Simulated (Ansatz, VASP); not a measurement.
## Y: VASP beside Ansatz

```
Y
1.0
     3.61498    0.00000    0.00000
    -1.80749    3.13067    0.00000
     0.00000    0.00000    5.74740
Y
2
Cartesian
  0.0000 2.0871 1.4368
  1.8075 1.0436 4.3106
```

Change from the starting cell: equal xx and yy strain of -1 %.

Alike in both runs: task single point; functional LDA; k mesh 12 × 12 × 7; occupations fermi-dirac, width 0.08 eV; no spin polarisation.

|  | VASP | Ansatz |
| --- | --- | --- |
| version | VASP 6.6.1 | Ansatz 0.2.0 |
| potentials or method | VASP PAW LDA potentials, release 64 (Y_sv), cutoff 520 eV | all-electron LAPW, scalar-relativistic |

Ansatz gave:

```
pressure (GPa)                                                : -3.2
traceless stress, the component that is largest in VASP (GPa) : -0.72
```

Which values does VASP return?

Pressure (GPa): -3.3; traceless stress, the component that is largest in VASP (GPa): -0.71.

LDA's correlation is that of Perdew and Zunger in VASP and of Perdew and Wang (1992) in Ansatz. Ansatz ran all-electron here, and VASP with PAW potentials.
